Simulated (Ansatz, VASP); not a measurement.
**Mo: VASP beside Ansatz**

File INCAR:

```
PREC     = Accurate       # precision mode
ENCUT    = 520            # plane-wave cutoff, eV
EDIFF    = 1E-6           # SCF threshold, eV
ISMEAR   = 0              # smearing method
SIGMA    = 0.15           # smearing width, eV
LREAL    = F              # projectors in reciprocal space
LASPH    = T              # aspherical terms in the spheres
NELM     = 100            # most SCF steps
ALGO     = Fast           # electronic algorithm
ISIF     = 2              # what is computed and relaxed
LWAVE    = F              # write WAVECAR
LCHARG   = F              # write CHGCAR
GGA      = CA             # functional
NBANDS   = 13             # bands
```

KPOINTS

```
regular mesh
0
Gamma
  18 18 18
```

Contents of POSCAR:

```
Mo
1.0
    2.6944777412      0.0000000000      0.0000000000
   -1.3472388706      2.3334861739      0.0000000000
    0.0000000000      0.0000000000      2.4785252790
Mo
1
Direct
    0.0000000000      0.0000000000      0.5000000000
```

Input for Ansatz:

```yaml
crystal:
  lattice:
    - [2.6944777412, 0.0, 0.0]
    - [-1.3472388706, 2.3334861739, 0.0]
    - [0.0, 0.0, 2.478525279]
  atoms:
    - { symbol: Mo, position: [0.0, 0.0, 0.5] }
basis:
  ecutwfc: 420
kpoints:
  mp_grid: { grid: [18, 18, 18] }
hamiltonian:
  xc: lda
scf:
  occupations: { method: gaussian, width: 0.15 }
output:
  forces: true
  stress: true
  eigenvalues: true
```

Change from the starting cell: strain -0.015 along x and y, -0.030 along z, atoms carried along.

Alike in both runs: task single point; functional LDA; k mesh 18 × 18 × 18; occupations gaussian, width 0.15 eV; no spin polarisation.

|  | VASP | Ansatz |
| --- | --- | --- |
| version | VASP 6.6.1 | Ansatz 0.2.0 |
| potentials or method | VASP PAW LDA potentials, release 64 (Mo_sv), cutoff 520 eV | scalar-relativistic, plane waves, PAW |
| valence electrons in the cell | 14 | 14 |

|  | VASP | Ansatz | Ansatz less VASP |
| --- | --- | --- | --- |
| gap on the k mesh at the Fermi level (eV) | none | none | - |
| pressure (GPa) | 7.1 | 5.9 | -1.12 |
| traceless stress, the component that is largest in VASP (GPa) | -2.37 | -2.57 | -0.203 |

LDA's correlation is that of Perdew and Zunger in VASP and of Perdew and Wang (1992) in Ansatz. A gap of «none» marks a metal or a gap that the smearing closes.
